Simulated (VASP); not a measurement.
Input of a VASP 6.6.1 run:

The input INCAR:

```
SYSTEM = Al
ALGO = Normal
EDIFF = 1E-7
ENCUT = 520
GGA = PE
ISIF = 2
ISMEAR = -1
LASPH = .True.
LCHARG = .False.
LREAL = .False.
LWAVE = .False.
NBANDS = 10
NELM = 80
PREC = Accurate
SIGMA = 0.05
```

Contents of KPOINTS:

```
k-points
0
Gamma
  16 16 16
  0 0 0
```

Contents of POSCAR:

```
Al
1.0
   -2.3227135956      2.3227135956      1.2097499687
    2.3227135956     -2.3227135956      1.2097499687
    2.3227135956      2.3227135956     -1.2097499687
Al
2
Direct
   -0.3750000000     -0.1250000000     -0.2500000000
    0.3750000000      0.1250000000      0.2500000000
```

Potentials or basis: VASP PAW PBE potentials, release 64 (Al).

The run is started by

```sh
$ cat potpaw_PBE.64/Al/POTCAR > POTCAR
$ mpirun -np 1 vasp_std > vasp.out
```

(1) Predict the band gap on the k mesh.

(2) Estimate the pressure.

Results:

(1) zero (band 3 reaches 13.63 eV, above the bottom of band 4 at 4.53 eV).

(2) 51.5 GPa.
